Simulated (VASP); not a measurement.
Set up this calculation in VASP 6.6.1, as the native input.

- Task: single point
- Functional: PBEsol
- Potentials or basis: VASP PAW PBE potentials, release 64 (Co, Ga_d, As)
- Cutoff: 350 eV
- k mesh: 2 × 2 × 2
- Occupations: gaussian, width 0.03 eV
- Spin: collinear spin, ferromagnetic start
- Starting moments: [1.0, 0.0, 0.0, 0.0, 0.0, 0.0, 0.0, 0.0, 0.0, 0.0, 0.0, 0.0, 0.0, 0.0, 0.0, 0.0, 0.0, 0.0, 0.0, 0.0, 0.0, 0.0, 0.0, 0.0] μB
- Hubbard terms: Co d U = 4 eV
- Dq: -1
- Further INCAR settings: LREAL = Auto; ALGO = Normal; EDIFF = 1e-05; NBANDS = 128; ISYM = 0; NELECT = 213.0

The structure of Ga11CoAs12 (a cell with a defect) lies in POSCAR:

```
Ga11CoAs12                              
1.0
    0.0000000000      8.4805500000      8.4805500000
    5.6537000000      0.0000000000      5.6537000000
    5.6537000000      5.6537000000      0.0000000000
  Co              Ga              As            
     1    11    12
Direct
     0.0066925719835698    0.9937141185467731    0.9894075178121383
     0.0036149405823148    0.0067941455452569    0.4913116812925748
     0.0033673344709242    0.4960509051048852    0.0021427881071661
     0.0017799837581386    0.5010082665105793    0.4973441884264218
     0.3276748809062568    0.0058569081989590    0.0042469272995551
     0.3315651927990914    0.0029943060310894    0.4994590477142880
     0.3311341884067474    0.5006650630222826    0.0029131517956047
     0.3334153385035082    0.5004059489380128    0.4997878979066767
     0.6699969801383097    0.0057813565070796    0.0007096137014078
     0.6680206982003589    0.0045122537087470    0.4914820337227830
     0.6675722548175600    0.4945829207286274    0.0024512684305043
     0.6691179676252647    0.5009885932809828    0.4966091682727207
     0.0789957097931353    0.1211250389899975    0.1162352325616507
     0.0823352455479382    0.1255061397210186    0.6312194500384299
     0.0819289515241650    0.6350907659257327    0.1218327337501722
     0.0829839880786138    0.6288130416631634    0.6244662737167826
     0.4195627174620056    0.1246961481494373    0.1234522585659485
     0.4169722282742185    0.1246590307471648    0.6269219319906323
     0.4166092128854977    0.6283930309063548    0.1240086011379191
     0.4178141351967082    0.6253785724193148    0.6249934720285656
     0.7650135614896847    0.1207327416144646    0.1173605554850609
     0.7520679879726129    0.1250093059385999    0.6231419800877798
     0.7517734121089140    0.6279857925880502    0.1206706644783203
     0.7509015174744506    0.6267756052134359    0.6244545616769117
```

The input as run:

INCAR

```
PREC = Accurate ; ENCUT = 350
EDIFF = 1E-5 ; ISMEAR = 0
SIGMA = 0.03 ; LREAL = Auto
LASPH = T ; NELM = 120
ALGO = Normal ; ISIF = 2
LWAVE = F ; LCHARG = F
ISPIN = 2 ; MAGMOM = 1 0 0 0 0 0 0 0 0 0 0 0 0 0 0 0 0 0 0 0 0 0 0 0
LORBIT = 11 ; LMAXMIX = 4
LDAU = T ; LDAUTYPE = 2
LDAUL = 2 -1 -1 ; LDAUU = 4 0 0
LDAUJ = 0 0 0 ; LDAUPRINT = 1
GGA = PS ; NBANDS = 128
NELECT = 213.0 ; ISYM = 0
KPAR = 2
```

KPOINTS

```
regular mesh
0
Gamma
  2 2 2
```

Potentials or basis: VASP PAW PBE potentials, release 64 (Co, Ga_d, As).

The run is started by

```sh
$ cat potpaw_PBE.64/Co/POTCAR potpaw_PBE.64/Ga_d/POTCAR potpaw_PBE.64/As/POTCAR > POTCAR
$ mpirun -np 4 vasp_std > vasp.out
```

Results of the run:

The largest force is 0.411 eV/Å. The net moment is 3.00 μB per cell. The site moments are Co +2.33; Ga +0.01, +0.02, +0.00 (each value once); As +0.05, +0.04, +0.00, +0.03, +0.01, +0.02 (each value once) μB and the valence electrons inside the program's atomic spheres are Co 8.12; Ga 11.68, 11.69 (each value once); As 2.85, 2.86, 2.84 (each value once).

Caveat: the k points lie up to 0.48 Å⁻¹ apart; the PAW data sets were made with another functional, which shifts forces and pressure a little; the U is typed as a test and isn't derived for this compound.

Wall time 7.3 min on 4 MPI ranks on Intel(R) Xeon(R) Platinum 8488C (Sapphire Rapids) (shared host), peak memory 0.54 GiB a rank.
